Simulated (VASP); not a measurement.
**BN: single point with PBE**

BN:

```
B N
1.0
     2.49824    0.00000    0.00000
    -1.24912    2.16354    0.00000
     0.00000    0.00000    6.63570
B N
2 2
Direct
  0.33333 0.66667 0.25000
  0.66667 0.33333 0.75000
  0.33333 0.66667 0.75000
  0.66667 0.33333 0.25000
```

```json
{
 "Program": "VASP 6.6.1",
 "Task": "single point",
 "Functional": "PBE",
 "Potentials or basis": "VASP PAW PBE potentials, release 64 (B, N)",
 "Cutoff": "600 eV",
 "k mesh": "8 × 8 × 3",
 "Occupations": "gaussian, width 0.01 eV",
 "Spin": "no spin polarisation"
}
```

```
Pressure               : 5.0 GPa
Band gap on the k mesh : 4.27 eV (least direct gap 4.69 eV)
```

Stress tensor (GPa, compression positive):
```
6.10 0.00 0.00
0.00 6.10 0.00
0.00 0.00 2.75
```

Levels at points of the mesh, in eV from the valence-band top:
| k point | band 5 | band 6 | band 7 | band 8 | band 9 | band 10 | band 11 | band 12 |
| --- | --- | --- | --- | --- | --- | --- | --- | --- |
| (0.00, 0.00, 0.00) | -1.34 | -1.34 | -1.30 | -1.30 | 5.25 | 10.34 | 11.59 | 11.59 |
| (0.50, 0.00, 0.00) | -4.17 | -4.10 | -1.46 | -0.45 | 4.27 | 5.65 | 9.59 | 10.02 |

It took 23 s on 1 thread of Intel Xeon 8259CL, with other jobs on the host, peak memory 0.15 GiB.

Caveat: the cell stands under pressure; an odd mesh through Γ misses points on the zone boundary, where band edges can lie; this functional lacks dispersion, which binds the layers, so the pressure and a relaxed spacing across them are unreliable.
